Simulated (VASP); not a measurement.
The system is TiAl.

```
Ti Al
1.0
     3.17906    0.00000    0.00000
     0.00000    3.17906    0.00000
     0.00000    0.00000    3.17906
Ti Al
1 1
Direct
  0.00000 0.00000 0.00000
  0.50000 0.50000 0.50000
```

* Program: VASP 6.6.1
* Task: relaxation of cell and atoms
* Functional: BLYP
* Dispersion: D3(BJ)
* Potentials or basis: VASP PAW PBE potentials, release 64 (Ti_sv, Al)
* Cutoff: 600 eV
* k mesh: 8 × 8 × 8
* Occupations: fermi-dirac, width 0.05 eV
* Spin: no spin polarisation

At the start: pressure -8.0 GPa; volume 16.06 Å³/atom.

Question: How do energy, volume and symmetry change on relaxing?

Answer: Over 3 steps the energy falls by 30.4 meV/atom and the volume is 14.92 Å³/atom (-7.2 %); space group Pm-3m (No. 221, to 0.05 Å).

The path:
| step | energy change (eV) | largest force (eV/Å) | pressure (GPa) | volume (Å³) |
| --- | --- | --- | --- | --- |
| 1 | 0.0000 | 0.0000 | -7.95 | 32.13 |
| 2 | -0.0385 | 0.0000 | 5.85 | 28.56 |
| 3 | -0.0609 | 0.0000 | 0.01 | 29.83 |

Final structure:
```xyz
2
Lattice="3.1014 0.0000 0.0000 0.0000 3.1014 0.0000 0.0000 0.0000 3.1014" Properties=species:S:1:pos:R:3 pbc="T T T"
Ti    0.0000    0.0000    0.0000
Al    1.5507    1.5507    1.5507
```

Caveat: the PAW data sets were made with another functional, which shifts forces and pressure a little; pairwise dispersion overbinds metals, which lowers pressure and volume.
